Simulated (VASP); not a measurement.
## InP3: single point with r2SCAN

InP3:

```
In P
1.0
     4.04082    2.33297    3.36925
    -4.04082    2.33297    3.36925
     0.00000   -4.66594    3.36925
In P
2 6
Direct
  0.27025 0.27025 0.27025
  0.72975 0.72975 0.72975
  0.79829 0.24470 0.79829
  0.79829 0.79829 0.24470
  0.24470 0.79829 0.79829
  0.20171 0.75530 0.20171
  0.75530 0.20171 0.20171
  0.20171 0.20171 0.75530
```

This cell differs from its parent crystal: strain +0.080 along x and y, +0.000 along z.

```json
{
  "Program": "VASP 6.6.1",
  "Task": "single point",
  "Functional": "r2SCAN",
  "Potentials or basis": "VASP PAW PBE potentials, release 64 (In_d, P)",
  "Cutoff": "550 eV",
  "k mesh": "6 × 6 × 6",
  "Occupations": "gaussian, width 0.15 eV",
  "Spin": "no spin polarisation"
}
```

| Property | Result |
| --- | --- |
| Pressure | -9.9 GPa |
| Largest force | 1.093 eV/Å |
| Band gap on the k mesh | zero (bands 28 and 29 overlap by 0.98 eV) |

Forces in eV/Å, atoms in the order of the input:
```
In   0.000  0.000 -0.113
In   0.000  0.000  0.113
P    0.790 -0.456  0.601
P    0.000  0.912  0.601
P   -0.790 -0.456  0.601
P   -0.790  0.456 -0.601
P    0.790  0.456 -0.601
P    0.000 -0.912 -0.601
```

Stress tensor (GPa, compression positive):
```
-12.55   0.00   0.00
  0.00 -12.55   0.00
  0.00   0.00  -4.73
```

Levels at points of the mesh, in eV from the Fermi level:
| k point | band 24 | band 25 | band 26 | band 27 | band 28 | band 29 | band 30 | band 31 | band 32 | band 33 |
| --- | --- | --- | --- | --- | --- | --- | --- | --- | --- | --- |
| (0.00, 0.00, 0.00) | -1.93 | -1.82 | -1.82 | -0.96 | -0.92 | -0.92 | 0.21 | 2.88 | 2.88 | 2.98 |
| (0.50, 0.00, 0.00) | -2.31 | -1.88 | -1.51 | -0.99 | -0.61 | 0.70 | 2.40 | 2.64 | 2.96 | 3.39 |
| (0.50, 0.50, 0.00) | -2.34 | -0.99 | -0.67 | -0.39 | -0.07 | 1.23 | 1.49 | 2.67 | 2.71 | 3.43 |
| (0.50, 0.50, 0.50) | -0.78 | -0.13 | -0.13 | 0.06 | 0.06 | 0.84 | 1.66 | 1.66 | 2.27 | 2.71 |

It took 6.1 min on 1 thread of Intel(R) Xeon(R) 6975P-C (Granite Rapids), on a shared host, peak memory 0.48 GiB.

Caveat: the cell differs from its parent crystal (strain +0.080 along x and y, +0.000 along z); the cell stands under tension; the PAW data sets were made with another functional, which shifts forces and pressure a little; spin-orbit coupling is left out, which moves the levels of the heavy elements.
